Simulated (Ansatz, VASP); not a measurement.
# Two plane-wave programs on Sb3Ru

File INCAR:

```
SYSTEM = Sb3Ru
PREC = Accurate
ENCUT = 600
EDIFF = 1E-7
ISMEAR = 0
SIGMA = 0.1
LREAL = .FALSE.
LASPH = .TRUE.
NELM = 100
ALGO = Normal
ISIF = 3
LWAVE = .FALSE.
LCHARG = .FALSE.
GGA = PE
IBRION = 2
NSW = 100
EDIFFG = -0.01
```

The input KPOINTS:

```
Automatic mesh
0
G
  10 10 10
  0 0 0
```

The input POSCAR:

```
Sb3Ru
1.0
    4.5351259206      0.0000000000      0.0000000000
    0.0000000000      4.5351259206      0.0000000000
    0.0000000000      0.0000000000      4.4885111559
Sb Ru
3 1
Direct
    0.0000000000      0.5000000000      0.5000000000
    0.5000000000      0.0000000000      0.5000000000
    0.5000000000      0.5000000000      0.0000000000
    0.0000000000      0.0000000000      0.0000000000
```

Input for Ansatz:

```yaml
crystal:
  lattice:
    - [4.5351259206, 0.0, 0.0]
    - [0.0, 4.5351259206, 0.0]
    - [0.0, 0.0, 4.4885111559]
  atoms:
    - { symbol: Sb, position: [0.0, 0.5, 0.5] }
    - { symbol: Sb, position: [0.5, 0.0, 0.5] }
    - { symbol: Sb, position: [0.5, 0.5, 0.0] }
    - { symbol: Ru, position: [0.0, 0.0, 0.0] }
basis:
  ecutwfc: 420
kpoints:
  mp_grid: { grid: [10, 10, 10] }
hamiltonian:
  xc: pbe
scf:
  occupations: { method: gaussian, width: 0.1 }
output:
  forces: true
  stress: true
  eigenvalues: true
relax:
  adjacent_minimum: "off"
  f_tol: 0.01
  max_steps: 80
  cell: { stress_tol: 0.05 }
```

Alike in both runs: task relaxation of cell and atoms; functional PBE; k mesh 10 × 10 × 10; occupations gaussian, width 0.1 eV; no spin polarisation.

|  | VASP | Ansatz |
| --- | --- | --- |
| version | VASP 6.6.1 | Ansatz 0.2.0 |
| potentials or method | VASP PAW PBE potentials, release 64 (Sb, Ru_pv), cutoff 600 eV | scalar-relativistic, plane waves, PAW |
| valence electrons in the cell | 29 | 61 |

Ansatz gave:

* gap on the k mesh at the Fermi level, each at its own relaxed structure (eV): none
* relaxed volume (Å³/atom): 22.70
* relaxed length of the cell vector where the two differ most in proportion (Å): 4.467

Which values does VASP return?

gap on the k mesh at the Fermi level, each at its own relaxed structure (eV): none; relaxed volume (Å³/atom): 22.68; relaxed length of the cell vector where the two differ most in proportion (Å): 4.463.

A gap of «none» marks a metal or a gap that the smearing closes. VASP's potentials hold 29 valence electrons a cell and Ansatz's 61, so a difference there can come from the potentials and not from the codes.

Spin-orbit coupling is off throughout.
